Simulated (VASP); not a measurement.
PtSe2 (kat): relaxation of the atoms with LDA

The system is PtSe2 (kat).

```
Pt Se
1.0
     3.71697    0.00000    0.00000
    -1.85849    3.21899    0.00000
     0.00000    0.00000    5.82101
Pt Se
1 2
Direct
  0.00000 0.00000 0.00000
  0.66667 0.33333 0.77484
  0.33333 0.66667 0.22516
```

This cell differs from its parent crystal: strained cell.

```yaml
Program: VASP 6.6.1
Task: relaxation of the atoms
Functional: LDA
Potentials_or_basis: VASP PAW LDA potentials, release 64 (Pt, Se)
Cutoff: 450 eV
k_mesh: 9 × 9 × 6
Occupations: gaussian, width 0.02 eV
Spin: no spin polarisation
Dipole_correction: no
Further_INCAR_settings: ALGO = Normal; EDIFF = 1e-07; IBRION = 2; EDIFFG = -0.002; NSW = 60
```

| Quantity | Value |
| --- | --- |
| Energy gained by relaxing | 3.3 meV/atom |
| Ionic steps | 16 |
| Pressure after relaxing | -1.9 GPa |
| Band gap on the k mesh | 0.52 eV, indirect (least direct gap 0.76 eV) |

The path:
| step | energy change (eV) | largest force (eV/Å) | pressure (GPa) |
| --- | --- | --- | --- |
| 1 | 0.0000 | 0.3343 | -3.70 |
| 2 | -0.0079 | 0.1539 | -2.75 |
| 3 | -0.0100 | 0.0043 | -1.91 |
| 4 | -0.0100 | 0.0027 | -1.95 |
| 5 | -0.0100 | 0.0027 | -1.95 |
| 6 | -0.0100 | 0.0027 | -1.95 |
| 7 | -0.0100 | 0.0027 | -1.95 |
| 8 | -0.0100 | 0.0027 | -1.95 |
| 9 | -0.0100 | 0.0027 | -1.95 |
| 10 | -0.0100 | 0.0026 | -1.95 |
| 11 | -0.0100 | 0.0026 | -1.95 |
| 12 | -0.0100 | 0.0026 | -1.95 |
| 13 | -0.0100 | 0.0025 | -1.95 |
| 14 | -0.0100 | 0.0024 | -1.95 |
| 15 | -0.0100 | 0.0022 | -1.95 |
| 16 | -0.0100 | 0.0018 | -1.95 |

Final structure:
```xyz
3
Lattice="3.7170 0.0000 0.0000 -1.8585 3.2190 0.0000 0.0000 0.0000 5.8210" Properties=species:S:1:pos:R:3 pbc="T T T"
Pt   -1.8585    3.2190    0.0000
Se    1.8585    1.0730    4.5397
Se    0.0000    2.1460    1.2813
```

Levels at points of the mesh, in eV from the valence-band top:
```tsv
k point	band 7	band 8	band 9	band 10	band 11	band 12	band 13	band 14	band 15
(0.00, 0.00, 0.00)	-3.56	-2.07	-0.62	-0.62	-0.10	2.30	2.30	4.02	4.58
(0.00, 0.00, 0.50)	-3.57	-2.17	-1.48	-0.73	-0.73	2.54	2.54	4.90	5.95
```

It took 7.7 min on 1 thread of AMD EPYC 7R13, on a shared host, peak memory 0.17 GiB.

Caveat: the cell differs from its parent crystal (strained cell); spin-orbit coupling is left out, which moves the levels of the heavy elements. A k mesh can miss the band edges.
